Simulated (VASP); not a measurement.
# BeS (F-43m) in VASP: relaxation of the atoms with PBE

Aim: the relaxation of the atoms of BeS with PBE.

All numbers are computed with VASP 6.6.1; they aren't measurements. Logs are shortened: lines on timing, memory, paths and dates and some standing lists are left out, and cuts for length are marked.

## Step 1: The cell of the first run

The structure is cubic, space group F-43m (No. 216). Conventional cell: a = 4.850 Å, b = 4.850 Å, c = 4.850 Å, α = 90.00°, β = 90.00°, γ = 90.00°. Be (site symmetry -43m) has 4 S at 2.10 Å within 2.8 Å. Within 2.8 Å of S (site symmetry -43m) lie 4 Be at 2.10 Å.

## Step 2: Relaxation of the atoms, PBE

The input, INCAR:

```
PREC = Accurate ; ENCUT = 520
EDIFF = 1E-6 ; ISMEAR = -1
SIGMA = 0.02 ; LREAL = False
LASPH = True ; NELM = 100
ALGO = Normal ; ISIF = 2
LWAVE = False ; LCHARG = False
GGA = PE ; IBRION = 2
NSW = 80 ; EDIFFG = -0.02
```

The input, KPOINTS:

```
Automatic mesh
0
Gamma
  10 10 10
```

The input, POSCAR:

```
BeS
1.0
    0.0000000000      2.4250000000      2.4250000000
    2.4250000000      0.0000000000      2.4250000000
    2.4250000000      2.4250000000      0.0000000000
Be S
1 1
Direct
    0.0000000000      0.0000000000      0.0000000000
    0.2500000000      0.2500000000      0.2500000000
```

Potentials or basis: VASP PAW PBE potentials, release 64 (Be, S).

On the command line:

```
cat potpaw_PBE.64/Be/POTCAR potpaw_PBE.64/S/POTCAR > POTCAR
mpirun -np 1 vasp_std > vasp.out
```

OUTCAR:

```text
PREC = Accurate
   ENCUT = 520
   EDIFF = 1E-6
   ISMEAR = -1
   LREAL = False
   LASPH = True
   NELM = 100
   ISIF = 2
   GGA = PE
   IBRION = 2
   NSW = 80
   EDIFFG = -0.02

 ion  position               nearest neighbor table
   1  0.000  0.000  0.000-   2 2.10   2 2.10   2 2.10   2 2.10
   2  0.250  0.250  0.250-   1 2.10   1 2.10   1 2.10   1 2.10

  LATTYP: Found a face centered cubic cell.
 ALAT       =     4.8500000000

  Lattice vectors:

 A1 = (   0.0000000000,   2.4250000000,   2.4250000000)
 A2 = (   2.4250000000,   0.0000000000,   2.4250000000)
 A3 = (   2.4250000000,   2.4250000000,   0.0000000000)

Analysis of symmetry for initial positions (statically):
=====================================================================
 Subroutine PRICEL returns:
 Original cell was already a primitive cell.

 Routine SETGRP: Setting up the symmetry group for a
 face centered cubic supercell.

 Subroutine GETGRP returns: Found 24 space group operations
 (whereof 24 operations were pure point group operations)
 out of a pool of 48 trial point group operations.

The static configuration has the point symmetry T_d .

Analysis of symmetry for dynamics (positions and initial velocities):
=====================================================================
 Subroutine PRICEL returns:
 Original cell was already a primitive cell.

 Routine SETGRP: Setting up the symmetry group for a
 face centered cubic supercell.

 Subroutine GETGRP returns: Found 24 space group operations
 (whereof 24 operations were pure point group operations)
 out of a pool of 48 trial point group operations.

The dynamic configuration has the point symmetry T_d .

 Subroutine INISYM returns: Found 24 space group operations
 (whereof 24 operations are pure point group operations),
 and found     1 'primitive' translations

----------------------------------------------------------------------------------------

                                     Primitive cell

  volume of cell :      28.5210

  direct lattice vectors                    reciprocal lattice vectors
     0.000000000  2.425000000  2.425000000    -0.206185567  0.206185567  0.206185567
     2.425000000  0.000000000  2.425000000     0.206185567 -0.206185567  0.206185567
     2.425000000  2.425000000  0.000000000     0.206185567  0.206185567 -0.206185567

  length of vectors
     3.429467889  3.429467889  3.429467889     0.357123878  0.357123878  0.357123878

  position of ions in fractional coordinates (direct lattice)
     0.000000000  0.000000000  0.000000000
     0.250000000  0.250000000  0.250000000

  ion indices of the primitive-cell ions
   primitive index   ion index
                 1           1
                 2           2

----------------------------------------------------------------------------------------

 KPOINTS: Automatic mesh

Automatic generation of k-mesh.
 Grid dimensions read from file:
 generate k-points for:   10   10   10

 Generating k-lattice:

  Cartesian coordinates                     Fractional coordinates (reciprocal lattice)
    -0.020618557  0.020618557  0.020618557     0.100000000  0.000000000  0.000000000
     0.020618557 -0.020618557  0.020618557     0.000000000  0.100000000  0.000000000
     0.020618557  0.020618557 -0.020618557     0.000000000  0.000000000  0.100000000

  Length of vectors
     0.035712388  0.035712388  0.035712388

  Shift w.r.t. Gamma in fractional coordinates (k-lattice)
     0.000000000  0.000000000  0.000000000

 Subroutine IBZKPT returns following result:
 ===========================================

 Found     47 irreducible k-points:

 Following reciprocal coordinates:
            Coordinates               Weight
  0.000000  0.000000  0.000000      1.000000
  0.100000  0.000000  0.000000      8.000000
  0.200000  0.000000  0.000000      8.000000
  0.300000  0.000000  0.000000      8.000000
  0.400000  0.000000  0.000000      8.000000
  0.500000  0.000000  0.000000      4.000000
[... 16 lines left out ...]
  0.300000  0.300000  0.000000      6.000000
  0.400000  0.300000  0.000000     24.000000
 [... further k-points ...]
   k-points           NKPTS =     47   k-points in BZ     NKDIM =     47   number of bands    NBANDS=      8
   number of dos      NEDOS =    301   number of ions     NIONS =      2
   total plane-waves  NPLWV =  21952
   dimension x,y,z NGX =    28 NGY =   28 NGZ =   28
   dimension x,y,z NGXF=    56 NGYF=   56 NGZF=   56
   ions per type =               1   1
   NGX,Y,Z   is equivalent  to a cutoff of  13.57, 13.57, 13.57 a.u.
   NGXF,Y,Z  is equivalent  to a cutoff of  27.15, 27.15, 27.15 a.u.
 SYSTEM =  unknown system
   PREC   = accura    normal or accurate (medium, high low for compatibility)
   ISTART =      0    job   : 0-new  1-cont  2-samecut
   ICHARG =      2    charge: 1-file 2-atom 10-const
   ISPIN  =      1    spin polarized calculation?
   LNONCOLLINEAR =      F non collinear calculations
   LSORBIT =      F    spin-orbit coupling
   LASPH  =      T    aspherical Exc in radial PAW
   ENCUT  =  520.0 eV  38.22 Ry    6.18 a.u.   6.38  6.38  6.38*2*pi/ulx,y,z
   NELM   =    100;   NELMIN=  2; NELMDL= -5     # of ELM steps
   EDIFF  = 0.1E-05   stopping-criterion for ELM
   LREAL  =      F    real-space projection
   EDIFFG = -.2E-01   stopping-criterion for IOM
   NSW    =     80    number of steps for IOM
   IBRION =      2    ionic relax: 0-MD 1-quasi-New 2-CG
   NFREE  =      1    steps in history (QN), initial steepest desc. (CG)
   ISIF   =      2    stress and relaxation
   ISYM   =      2    0-nonsym 1-usesym 2-fastsym
   POTIM  = 0.5000    time-step for ionic-motion
   TEBEG  =    0.0;   TEEND  =   0.0 temperature during run
   PSTRESS=    0.0 pullay stress
   NELECT =       8.0000    total number of electrons
   NUPDOWN=      -1.0000    fix difference up-down
   EMIN   =  10.00;   EMAX   =-10.00  energy-range for DOS
   EFERMI =   0.00;   METHOD = LEGACY
   ISMEAR =    -1;   SIGMA  =   0.02  broadening in eV -4-tet -1-fermi 0-gaus
   EFERMI_NEDOS =   21; number of points for ismear=-14 and -15
   IALGO  =     38    algorithm
   IMIX   =      4    mixing-type and parameters
     AMIX     =   0.40;   BMIX     =  1.00
     AMIX_MAG =   1.60;   BMIX_MAG =  1.00
  volume/ion in A,a.u.               =      14.26        96.23
  Fermi-wavevector in a.u.,A,eV,Ry     =   1.071642  2.025110 15.625158  1.148417
  Thomas-Fermi vector in A             =   2.207388
   LORBIT       =      0    0 simple, 1 ext, 2 COOP (PROOUT), +10 PAW based schemes
   GGA     = PE    functional components
   LHFCALC =     F    Hartree Fock is set to
   AEXX    =    0.0000 exact exchange contribution
   IVDW    =     0    specifies the selected vdW correction
   LEPSILON=     F    determine dielectric tensor
   LRPA    =     F    only Hartree local field effects (RPA)
 conjugate gradient relaxation of ions
 non-spin polarized calculation
  energy-cutoff  :      520.00
  volume of cell :       28.52
 maximum number of plane-waves:       785
 NGX is ok and might be reduce to    28
   NGX = 13   NGY = 13   NGZ = 13

 number of electron       7.9999999 magnetization

 Free energy of the ion-electron system (eV)
  ---------------------------------------------------
  ext. energy  EPLUGINS =         0.00000000
  ---------------------------------------------------
  free energy    TOTEN  =       -10.01117107 eV

  energy without entropy =      -10.01117107  energy(sigma->0) =      -10.01117107

 E-fermi :   4.5944     XC(G=0):  -9.7308

 val. band max:        4.1747283809   @ k =   0.0000   0.0000   0.0000
 cond. band min:       7.2856573811   @ k =   0.5000   0.5000   0.0000
 fundamental gap:      3.1109290002
 Fermi energy:         4.5944063101

 k-point     1 :       0.0000    0.0000    0.0000
  band No.  band energies     occupation
      1      -9.5181      2.00000
      2       4.1747      2.00000
      3       4.1747      2.00000
      4       4.1747      2.00000
      5       9.8447      0.00000
      6       9.8447      0.00000
      7       9.8447      0.00000
      8      10.0607      0.00000

 k-point     2 :       0.1000    0.0000    0.0000
  band No.  band energies     occupation
      1      -9.4038      2.00000
      2       3.3514      2.00000
      3       4.0419      2.00000
      4       4.0419      2.00000
      5       9.7920      0.00000
      6      10.0847      0.00000
      7      10.0847      0.00000
      8      10.9484      0.00000

 k-point     3 :       0.2000    0.0000    0.0000
  band No.  band energies     occupation
      1      -9.0778      2.00000
      2       1.7141      2.00000
      3       3.7398      2.00000
      4       3.7398      2.00000
      5       9.7538      0.00000
      6      10.5681      0.00000
      7      10.5681      0.00000
      8      12.6196      0.00000

 k-point     4 :       0.3000    0.0000    0.0000
  band No.  band energies     occupation
      1      -8.6020      2.00000
      2       0.0846      2.00000
      3       3.4304      2.00000
      4       3.4304      2.00000
      5       9.7091      0.00000
      6      10.8280      0.00000
      7      10.8280      0.00000
      8      14.1767      0.00000

 k-point     5 :       0.4000    0.0000    0.0000
  band No.  band energies     occupation
      1      -8.1245      2.00000
      2      -1.1396      2.00000
      3       3.2159      2.00000
      4       3.2159      2.00000
      5       9.6699      0.00000
      6      10.7915      0.00000
      7      10.7915      0.00000
      8      15.1237      0.00000
[... 177 lines left out ...]
 k-point    22 :      -0.2000    0.2000    0.0000
  band No.  band energies     occupation
      1      -8.4413      2.00000
      2       0.4247      2.00000
      3       1.8338      2.00000
      4       3.4883      2.00000
      5      10.4668      0.00000
      6      11.2432      0.00000
      7      11.6050      0.00000
      8      12.9149      0.00000

 k-point    23 :       0.3000    0.3000    0.0000
  band No.  band energies     occupation
      1      -8.2972      2.00000
      2       0.7469      2.00000
      3       2.2083      2.00000
      4       2.2083      2.00000
      5       8.2635      0.00000
      6      10.1528      0.00000
      7      13.8560      0.00000
      8      13.8560      0.00000

 k-point    24 :       0.4000    0.3000    0.0000
  band No.  band energies     occupation
      1      -7.9230      2.00000
      2       0.0127      2.00000
      3       1.7257      2.00000
      4       1.9858      2.00000
      5       8.2401      0.00000
      6      10.0304      0.00000
      7      14.3271      0.00000
      8      14.4481      0.00000

 [... further k-points ...]

------------------------ aborting loop because EDIFF is reached ----------------------------------------

  FORCE on cell =-STRESS in cart. coord.  units (eV):
  Direction    XX          YY          ZZ          XY          YZ          ZX
  --------------------------------------------------------------------------------------
  -------------------------------------------------------------------------------------
  Total        0.2771957      0.2771957      0.2771957     -0.0000000      0.0000000      0.0000000
  in kB       15.5715494     15.5715494     15.5715494     -0.0000000      0.0000000      0.0000000
  external PRESSURE =      15.5715494 kB  Pullay stress =       0.0000000 kB

 VOLUME and BASIS-vectors are now :
 -----------------------------------------------------------------------------
  energy-cutoff  :      520.00
  volume of cell :       28.52
      direct lattice vectors                 reciprocal lattice vectors
     0.000000000  2.425000000  2.425000000    -0.206185567  0.206185567  0.206185567
     2.425000000  0.000000000  2.425000000     0.206185567 -0.206185567  0.206185567
     2.425000000  2.425000000  0.000000000     0.206185567  0.206185567 -0.206185567

 POSITION                                       TOTAL-FORCE (eV/Angst)
 -----------------------------------------------------------------------------------
      0.00000      0.00000      0.00000         0.000000      0.000000      0.000000
      1.21250      1.21250      1.21250         0.000000     -0.000000     -0.000000
 -----------------------------------------------------------------------------------
    total drift:                                0.000000      0.000000      0.000000

  FREE ENERGIE OF THE ION-ELECTRON SYSTEM (eV)
  ---------------------------------------------------
  free  energy   TOTEN  =       -10.0111710737 eV

  energy  without entropy=      -10.0111710737  energy(sigma->0) =      -10.01117107

 reached required accuracy - stopping structural energy minimisation
```

Wall time 11 s (1 thread of Intel Xeon Platinum 8375C at 2.90GHz (Ice Lake), shared host); peak memory 0.15 GiB.

What came out:

```yaml
Free_energy: -10.0112 eV
Pressure_after_relaxing: 1.6 GPa
Band_gap_on_the_k_mesh: 3.11 eV, indirect (least direct gap 5.67 eV)
```

Final structure:
```yaml
crystal:
  lattice:
    - [0.00000, 2.42500, 2.42500]
    - [2.42500, 0.00000, 2.42500]
    - [2.42500, 2.42500, 0.00000]
  atoms:
    - { symbol: Be, position: [0.00000, 0.00000, 0.00000] }
    - { symbol: S, position: [0.25000, 0.25000, 0.25000] }
```

Caveat: the relaxation stopped at its first step, so nothing moved. A k mesh can miss the band edges.
